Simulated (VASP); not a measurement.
Write the native input for VASP 6.6.1 that does the following.

- Task: single point
- Functional: LDA
- Potentials or basis: VASP PAW LDA potentials, release 64 (Sn_d, O)
- Cutoff: 520 eV
- k mesh: 10 × 10 × 10
- Occupations: fermi-dirac, width 0.05 eV
- Spin: no spin polarisation
- Dipole correction: no
- Further INCAR settings: ALGO = Normal; EDIFF = 1e-06; NBANDS = 20

The structure of SnO2 lies in POSCAR:

```
SnO2
1.0
    1.6062397745      0.9273629662      4.7683728710
   -1.6062397745      0.9273629662      4.7683728710
    0.0000000000     -1.8547259325      4.7683728710
Sn O
1 2
Direct
    0.5000000000      0.5000000000      0.5000000000
    0.7628300000      0.7628300000      0.7628300000
    0.2371700000      0.2371700000      0.2371700000
```

The input as run:

INCAR

```
PREC     = Accurate       # precision mode
ENCUT    = 520            # plane-wave cutoff, eV
EDIFF    = 1E-6           # SCF threshold, eV
ISMEAR   = -1             # smearing method
SIGMA    = 0.05           # smearing width, eV
LREAL    = F              # projectors in reciprocal space
LASPH    = T              # aspherical terms in the spheres
NELM     = 80             # most SCF steps
ALGO     = Normal         # electronic algorithm
ISIF     = 2              # what is computed and relaxed
LWAVE    = F              # write WAVECAR
LCHARG   = T              # write CHGCAR
GGA      = CA             # functional
LELF     = T              # ELF
LVHAR    = T            
NBANDS   = 20             # bands
```

KPOINTS

```
regular mesh
0
Gamma
  10 10 10
```

Potentials or basis: VASP PAW LDA potentials, release 64 (Sn_d, O).

Command:

```sh
$ cat potpaw_LDA.64/Sn_d/POTCAR potpaw_LDA.64/O/POTCAR > POTCAR
$ mpirun -np 1 vasp_std > vasp.out
```

It gave:

```yaml
Pressure: -5.8 GPa
Largest_force: 0.411 eV/Å
Band_gap_on_the_k_mesh: 1.90 eV (least direct gap 2.04 eV)
```

Caveat: the cell stands under tension; spin-orbit coupling is left out, which moves the levels of the heavy elements.

Wall time 4.9 min on 1 thread of Intel Xeon 8259CL (shared host), peak memory 0.26 GiB.
